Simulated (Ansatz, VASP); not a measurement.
K3SrAg3 in VASP and in Ansatz

The input INCAR:

```
SYSTEM = K3SrAg3
  ALGO = Normal
  EDIFF = 1E-7
  ENCUT = 520
  GGA = PE
  ISIF = 2
  ISMEAR = 0
  LASPH = .True.
  LCHARG = .False.
  LREAL = .False.
  LWAVE = .False.
  NBANDS = 44
  NELM = 100
  PREC = Accurate
  SIGMA = 0.1
```

The input KPOINTS:

```
k-points
0
Gamma
  4 4 4
  0 0 0
```

Contents of POSCAR:

```
K3SrAg3
1.0
    5.9537790200      0.0000000000      0.0000000000
    0.0000000000      5.9537790200      0.0000000000
    0.0000000000      0.0000000000      5.9537790200
K Sr Ag
3 1 3
Direct
    0.0000000000      0.5000000000      0.5000000000
    0.5000000000      0.5000000000      0.0000000000
    0.5000000000      0.0000000000      0.5000000000
    0.5000000000      0.5000000000      0.5000000000
    0.0000000000      0.5000000000      0.0000000000
    0.5000000000      0.0000000000      0.0000000000
    0.0000000000      0.0000000000      0.5000000000
```

Input for Ansatz:

```yaml
crystal:
  lattice:
    - [5.95377902, 0.0, 0.0]
    - [0.0, 5.95377902, 0.0]
    - [0.0, 0.0, 5.95377902]
  atoms:
    - { symbol: K, position: [0.0, 0.5, 0.5] }
    - { symbol: K, position: [0.5, 0.5, 0.0] }
    - { symbol: K, position: [0.5, 0.0, 0.5] }
    - { symbol: Sr, position: [0.5, 0.5, 0.5] }
    - { symbol: Ag, position: [0.0, 0.5, 0.0] }
    - { symbol: Ag, position: [0.5, 0.0, 0.0] }
    - { symbol: Ag, position: [0.0, 0.0, 0.5] }
basis:
  ecutwfc: 420
kpoints:
  mp_grid: { grid: [4, 4, 4] }
hamiltonian:
  xc: pbe
scf:
  occupations: { method: gaussian, width: 0.1 }
  lower_state_search: "off"
output:
  forces: true
  stress: true
  eigenvalues: true
```

Change from the starting cell: species swapped into the Ce3GaBr3 type (Pm-3m, No. 221).

Alike in both runs: task single point; functional PBE; k mesh 4 × 4 × 4; occupations gaussian, width 0.1 eV; no spin polarisation.

```csv
,VASP,Ansatz
version,VASP 6.6.1,Ansatz 0.2.0
potentials or method,"VASP PAW PBE potentials, release 64 (K_sv, Sr_sv, Ag), cutoff 520 eV","scalar-relativistic, plane waves, PAW"
valence electrons in the cell,70,94
```

Ansatz gave:

* gap on the k mesh at the Fermi level (eV): none
* pressure (GPa): 9.1

Task: Estimate VASP's values.

Result: gap on the k mesh at the Fermi level (eV): none; pressure (GPa): 9.2.

A gap of «none» marks a metal or a gap that the smearing closes. VASP's potentials hold 70 valence electrons a cell and Ansatz's 94, so a difference there can come from the potentials and not from the codes.
